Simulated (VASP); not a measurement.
# Ga (Cmcm) in VASP: further runs

The runs below take Ga through single point, with LDA.

All numbers are computed with VASP 6.6.1; they aren't measurements. Logs are shortened: lines on timing, memory, paths and dates and some standing lists are left out, and cuts for length are marked.

## (1) The cell of the first run

Symmetry: Cmcm, No. 63, orthorhombic system. The conventional cell has a = 2.699 Å, b = 7.788 Å, c = 3.294 Å, α = 90.00°, β = 90.00°, γ = 90.00°. Within 3.5 Å of Ga (site symmetry m2m) lie 10 Ga at 2.66 to 3.29 Å.

## (2) Single point, LDA

File INCAR:

```
ALGO = Fast ; EDIFF = 1E-6
ENCUT = 520 ; ISIF = 2
ISMEAR = 0 ; LASPH = True
LCHARG = False ; LREAL = False
LWAVE = False ; NBANDS = 20
NELM = 60 ; PREC = Accurate
SIGMA = 0.1
```

File KPOINTS:

```
k-points
0
Gamma
  16 16 14
```

File POSCAR:

```
Ga
1.0
    1.3494283389     -3.8941617455      0.0000000000
    1.3494283389      3.8941617455      0.0000000000
    0.0000000000      0.0000000000      3.2937486487
Ga
2
Direct
    0.8662689511      0.1337310489      0.2500000000
    0.1337310489      0.8662689511      0.7500000000
```

Potentials or basis: VASP PAW LDA potentials, release 64 (Ga_d).

The run is started by

```sh
cat potpaw_LDA.64/Ga_d/POTCAR > POTCAR
mpirun -np 1 vasp_std > vasp.out
```

OUTCAR:

```text
EDIFF = 1E-6
   ENCUT = 520
   ISIF = 2
   ISMEAR = 0
   LASPH = True
   LREAL = False
   NELM = 60
   PREC = Accurate

 ion  position               nearest neighbor table
   1  0.866  0.134  0.250-   2 2.66   2 2.66   2 2.80   2 2.80   2 2.80   2 2.80
   2  0.134  0.866  0.750-   1 2.66   1 2.66   1 2.80   1 2.80   1 2.80   1 2.80

  LATTYP: Found a base centered orthorhombic cell.
 ALAT       =     2.6988566778
 B/A-ratio  =     2.8857862498
 C/A-ratio  =     1.2204236986

  Lattice vectors:

 A1 = (   1.3494283389,  -3.8941617455,   0.0000000000)
 A2 = (   1.3494283389,   3.8941617455,   0.0000000000)
 A3 = (   0.0000000000,   0.0000000000,   3.2937486487)

Analysis of symmetry for initial positions (statically):
=====================================================================
 Subroutine PRICEL returns:
 Original cell was already a primitive cell.

 Routine SETGRP: Setting up the symmetry group for a
 base centered orthorhombic supercell.

 Subroutine GETGRP returns: Found  8 space group operations
 (whereof  4 operations were pure point group operations)
 out of a pool of  8 trial point group operations.

The static configuration has the point symmetry C_2h.
 The point group associated with its full space group is D_2h.

Analysis of symmetry for dynamics (positions and initial velocities):
=====================================================================
 Subroutine PRICEL returns:
 Original cell was already a primitive cell.

 Routine SETGRP: Setting up the symmetry group for a
 base centered orthorhombic supercell.

 Subroutine GETGRP returns: Found  8 space group operations
 (whereof  4 operations were pure point group operations)
 out of a pool of  8 trial point group operations.

The dynamic configuration has the point symmetry C_2h.
 The point group associated with its full space group is D_2h.

 Subroutine INISYM returns: Found  8 space group operations
 (whereof  4 operations are pure point group operations),
 and found     1 'primitive' translations

----------------------------------------------------------------------------------------

                                     Primitive cell

  volume of cell :      34.6166

  direct lattice vectors                    reciprocal lattice vectors
     1.349428339 -3.894161745  0.000000000     0.370527271 -0.128397338  0.000000000
     1.349428339  3.894161745  0.000000000     0.370527271  0.128397338  0.000000000
     0.000000000  0.000000000  3.293748649     0.000000000  0.000000000  0.303605438

  length of vectors
     4.121341110  4.121341110  3.293748649     0.392143258  0.392143258  0.303605438

  position of ions in fractional coordinates (direct lattice)
     0.866268951  0.133731049  0.250000000
     0.133731049  0.866268951  0.750000000

  ion indices of the primitive-cell ions
   primitive index   ion index
                 1           1
                 2           2

----------------------------------------------------------------------------------------

 KPOINTS: k-points

Automatic generation of k-mesh.
 Grid dimensions read from file:
 generate k-points for:   16   16   14

 Generating k-lattice:

  Cartesian coordinates                     Fractional coordinates (reciprocal lattice)
     0.023157954 -0.008024834  0.000000000     0.062500000 -0.000000000  0.000000000
     0.023157954  0.008024834  0.000000000    -0.000000000  0.062500000  0.000000000
     0.000000000  0.000000000  0.021686103     0.000000000  0.000000000  0.071428571

  Length of vectors
     0.024508954  0.024508954  0.021686103

  Shift w.r.t. Gamma in fractional coordinates (k-lattice)
     0.000000000  0.000000000  0.000000000

 Subroutine IBZKPT returns following result:
 ===========================================

 Found    584 irreducible k-points:

 Following reciprocal coordinates:
            Coordinates               Weight
  0.000000  0.000000  0.000000      1.000000
  0.062500  0.000000  0.000000      4.000000
  0.125000  0.000000  0.000000      4.000000
  0.187500 -0.000000  0.000000      4.000000
  0.250000  0.000000  0.000000      4.000000
  0.312500 -0.000000  0.000000      4.000000
[... 16 lines left out ...]
 -0.125000  0.062500  0.000000      4.000000
 -0.062500  0.062500  0.000000      2.000000
 [... further k-points ...]
   k-points           NKPTS =    584   k-points in BZ     NKDIM =    584   number of bands    NBANDS=     20
   number of dos      NEDOS =    301   number of ions     NIONS =      2
   total plane-waves  NPLWV =  24576
   dimension x,y,z NGX =    32 NGY =   32 NGZ =   24
   dimension x,y,z NGXF=    64 NGYF=   64 NGZF=   48
   ions per type =               2
   NGX,Y,Z   is equivalent  to a cutoff of  12.91, 12.91, 12.11 a.u.
   NGXF,Y,Z  is equivalent  to a cutoff of  25.82, 25.82, 24.23 a.u.
 SYSTEM =  unknown system
   PREC   = accura    normal or accurate (medium, high low for compatibility)
   ISTART =      0    job   : 0-new  1-cont  2-samecut
   ICHARG =      2    charge: 1-file 2-atom 10-const
   ISPIN  =      1    spin polarized calculation?
   LNONCOLLINEAR =      F non collinear calculations
   LSORBIT =      F    spin-orbit coupling
   LASPH  =      T    aspherical Exc in radial PAW
   ENCUT  =  520.0 eV  38.22 Ry    6.18 a.u.   7.66  7.66  6.12*2*pi/ulx,y,z
   NELM   =     60;   NELMIN=  2; NELMDL= -5     # of ELM steps
   EDIFF  = 0.1E-05   stopping-criterion for ELM
   LREAL  =      F    real-space projection
   EDIFFG = 0.1E-04   stopping-criterion for IOM
   NSW    =      0    number of steps for IOM
   IBRION =     -1    ionic relax: 0-MD 1-quasi-New 2-CG
   NFREE  =      0    steps in history (QN), initial steepest desc. (CG)
   ISIF   =      2    stress and relaxation
   ISYM   =      2    0-nonsym 1-usesym 2-fastsym
   POTIM  = 0.5000    time-step for ionic-motion
   TEBEG  =    0.0;   TEEND  =   0.0 temperature during run
   PSTRESS=    0.0 pullay stress
   NELECT =      26.0000    total number of electrons
   NUPDOWN=      -1.0000    fix difference up-down
   EMIN   =  10.00;   EMAX   =-10.00  energy-range for DOS
   EFERMI =   0.00;   METHOD = LEGACY
   ISMEAR =     0;   SIGMA  =   0.10  broadening in eV -4-tet -1-fermi 0-gaus
   EFERMI_NEDOS =   21; number of points for ismear=-14 and -15
   IALGO  =     68    algorithm
   IMIX   =      4    mixing-type and parameters
     AMIX     =   0.40;   BMIX     =  1.00
     AMIX_MAG =   1.60;   BMIX_MAG =  1.00
  volume/ion in A,a.u.               =      17.31       116.80
  Fermi-wavevector in a.u.,A,eV,Ry     =   1.488120  2.812138 30.130104  2.214500
  Thomas-Fermi vector in A             =   2.601194
   LORBIT       =      0    0 simple, 1 ext, 2 COOP (PROOUT), +10 PAW based schemes
   GGA     = CA    functional components
   LHFCALC =     F    Hartree Fock is set to
   AEXX    =    0.0000 exact exchange contribution
   IVDW    =     0    specifies the selected vdW correction
   LEPSILON=     F    determine dielectric tensor
   LRPA    =     F    only Hartree local field effects (RPA)
 non-spin polarized calculation
 RMM-DIIS sequential band-by-band and
 Gauss-broadening in eV      SIGMA  =   0.10
  energy-cutoff  :      520.00
  volume of cell :       34.62
 maximum number of plane-waves:       948
   NGX = 15   NGY = 15   NGZ = 13

 number of electron      26.0000002 magnetization

 Free energy of the ion-electron system (eV)
  ---------------------------------------------------
  ext. energy  EPLUGINS =         0.00000000
  ---------------------------------------------------
  free energy    TOTEN  =        -7.17237763 eV

  energy without entropy =       -7.16905508  energy(sigma->0) =       -7.17071636

 E-fermi :   6.1374     XC(G=0): -11.7257

 val. band max:        6.1366527679   @ k =   0.3125   0.2500   0.3571
 cond. band min:       6.1406655657   @ k =  -0.1250   0.1250   0.0714
 fundamental gap:      0.0040127978
 Fermi energy:         6.1374171767

 k-point     1 :       0.0000    0.0000    0.0000
  band No.  band energies     occupation
      1      -9.2868      2.00000
      2      -9.2860      2.00000
      3      -9.2255      2.00000
      4      -9.2255      2.00000
      5      -8.8941      2.00000
      6      -8.8934      2.00000
[... 12 lines left out ...]
     19      17.2001      0.00000
     20      19.8422      0.00000

 k-point     2 :       0.0625    0.0000    0.0000
  band No.  band energies     occupation
      1      -9.2831      2.00000
      2      -9.2767      2.00000
      3      -9.2224      2.00000
      4      -9.2013      2.00000
      5      -8.9027      2.00000
      6      -8.9005      2.00000
[... 12 lines left out ...]
     19      17.4447      0.00000
     20      20.2613      0.00000

 k-point     3 :       0.1250    0.0000    0.0000
  band No.  band energies     occupation
      1      -9.2726      2.00000
      2      -9.2541      2.00000
      3      -9.1961      2.00000
      4      -9.1484      2.00000
      5      -8.9274      2.00000
      6      -8.9219      2.00000
[... 12 lines left out ...]
     19      17.5699      0.00000
     20      20.7858      0.00000

 k-point     4 :       0.1875   -0.0000    0.0000
  band No.  band energies     occupation
      1      -9.2576      2.00000
      2      -9.2269      2.00000
      3      -9.1526      2.00000
      4      -9.0782      2.00000
      5      -8.9652      2.00000
      6      -8.9512      2.00000
[... 12 lines left out ...]
     19      17.6875      0.00000
     20      21.5492      0.00000

 k-point     5 :       0.2500    0.0000    0.0000
  band No.  band energies     occupation
      1      -9.2412      2.00000
      2      -9.1999      2.00000
      3      -9.1090      2.00000
      4      -9.0464      2.00000
      5      -9.0110      2.00000
      6      -8.9348      2.00000
[... 12 lines left out ...]
     19      17.8455      0.00000
     20      21.7570      0.00000

 k-point     6 :       0.3125   -0.0000    0.0000
  band No.  band energies     occupation
      1      -9.2270      2.00000
      2      -9.1809      2.00000
      3      -9.0912      2.00000
      4      -9.0628      2.00000
      5      -9.0581      2.00000
      6      -8.9242      2.00000
[... 12 lines left out ...]
     19      18.0318      0.00000
     20      20.1385      0.00000

 k-point     7 :       0.3750   -0.0000    0.0000
  band No.  band energies     occupation
      1      -9.2167      2.00000
      2      -9.1834      2.00000
      3      -9.0996      2.00000
      4      -9.0944      2.00000
      5      -9.0659      2.00000
      6      -8.9308      2.00000
[... 12 lines left out ...]
     19      17.9154      0.00000
     20      18.6831      0.00000
[... 277 lines left out ...]
 k-point    20 :      -0.3125    0.0625    0.0000
  band No.  band energies     occupation
      1      -9.2226      2.00000
      2      -9.1886      2.00000
      3      -9.1226      2.00000
      4      -9.0449      2.00000
      5      -9.0271      2.00000
      6      -8.9299      2.00000
[... 12 lines left out ...]
     19      17.1770      0.00000
     20      21.3686      0.00000

 k-point    21 :      -0.2500    0.0625    0.0000
  band No.  band energies     occupation
      1      -9.2404      2.00000
      2      -9.2168      2.00000
      3      -9.1699      2.00000
      4      -9.0559      2.00000
      5      -8.9793      2.00000
      6      -8.9671      2.00000
[... 12 lines left out ...]
     19      17.0637      0.00000
     20      22.6671      0.00000

 k-point    22 :      -0.1875    0.0625    0.0000
  band No.  band energies     occupation
      1      -9.2584      2.00000
      2      -9.2516      2.00000
      3      -9.2099      2.00000
      4      -9.1231      2.00000
      5      -8.9411      2.00000
      6      -8.9379      2.00000
[... 12 lines left out ...]
     19      17.0641      0.00000
     20      21.8103      0.00000

 k-point    23 :      -0.1250    0.0625    0.0000
  band No.  band energies     occupation
      1      -9.2803      2.00000
      2      -9.2731      2.00000
      3      -9.2333      2.00000
      4      -9.1773      2.00000
      5      -8.9155      2.00000
      6      -8.9094      2.00000
[... 12 lines left out ...]
     19      17.1977      0.00000
     20      20.4044      0.00000

 k-point    24 :      -0.0625    0.0625    0.0000
  band No.  band energies     occupation
      1      -9.2886      2.00000
      2      -9.2817      2.00000
      3      -9.2398      2.00000
      4      -9.2036      2.00000
      5      -8.9019      2.00000
      6      -8.8975      2.00000
[... 12 lines left out ...]
     19      17.5302      0.00000
     20      19.2904      0.00000

 [... further k-points ...]
[... 5 lines left out ...]
  --------------------------------------------------------------------------------------
  -------------------------------------------------------------------------------------
  Total        0.0298903      0.0356573      0.0247209      0.0000000     -0.0000000      0.0000000
  in kB        1.3834304      1.6503430      1.1441721      0.0000000     -0.0000000      0.0000000
  external PRESSURE =       1.3926485 kB  Pullay stress =       0.0000000 kB

 VOLUME and BASIS-vectors are now :
 -----------------------------------------------------------------------------
  energy-cutoff  :      520.00
  volume of cell :       34.62
      direct lattice vectors                 reciprocal lattice vectors
     1.349428339 -3.894161745  0.000000000     0.370527271 -0.128397338  0.000000000
     1.349428339  3.894161745  0.000000000     0.370527271  0.128397338  0.000000000
     0.000000000  0.000000000  3.293748649     0.000000000  0.000000000  0.303605438

 POSITION                                       TOTAL-FORCE (eV/Angst)
 -----------------------------------------------------------------------------------
      1.34943     -2.85262      0.82344         0.000000      0.000816      0.000000
      1.34943      2.85262      2.47031         0.000000     -0.000816     -0.000000
 -----------------------------------------------------------------------------------
    total drift:                               -0.000000     -0.000000      0.000000

  FREE ENERGIE OF THE ION-ELECTRON SYSTEM (eV)
  ---------------------------------------------------
  free  energy   TOTEN  =        -7.1723776289 eV

  energy  without entropy=       -7.1690550850  energy(sigma->0) =       -7.17071636
```

It took 4.3 min on 1 thread of Intel Xeon Platinum 8488C (Sapphire Rapids), shared host; peak memory 0.4 GiB.

Results:

```yaml
Free_energy: -7.1724 eV
Pressure: 0.1 GPa
Band_gap_on_the_k_mesh: zero (band 13 reaches 10.14 eV, above the bottom of band 14 at 1.40 eV)
```

(Continued in part 2 of 2.)
